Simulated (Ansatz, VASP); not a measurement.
**Ag in VASP and in Ansatz**

```xyz
8
Lattice="5.4218 0.0000 0.0000 0.0000 5.4218 0.0000 0.0000 0.0000 5.4218" Properties=species:S:1:pos:R:3 pbc="T T T"
Ag    5.4218    5.4218    5.4218
Ag    2.7109    2.7109    2.7109
Ag    1.3554    0.0000    2.7109
Ag    4.0663    5.4218    2.7109
Ag    2.7109    1.3554    0.0000
Ag    2.7109    4.0663    5.4218
Ag    5.4218    2.7109    1.3554
Ag    5.4218    2.7109    4.0663
```

Alike in both runs: functional BLYP; k mesh 5 × 5 × 5; occupations fermi-dirac, width 0.1 eV; no spin polarisation.

Ansatz relaxed the structure, and its values are those at the end. VASP's run is a single point on that final structure, the one shown.

```csv
,VASP,Ansatz
version,VASP 6.6.1,Ansatz 0.2.0
potentials or method,"VASP PAW PBE potentials, release 64 (Ag), cutoff 520 eV","plane waves (420 eV) with PAW, scalar-relativistic"
valence electrons in the cell,88,152
```

|  | VASP | Ansatz | Ansatz less VASP |
| --- | --- | --- | --- |
| pressure (GPa) | 0.1 | 0.0 | -0.09 |

VASP's potentials were made for PBE, not for BLYP. With one functional, cell and mesh, what is left measures potentials, basis and numerics. VASP's potentials hold 88 valence electrons a cell and Ansatz's 152, so a difference there can come from the potentials and not from the codes.
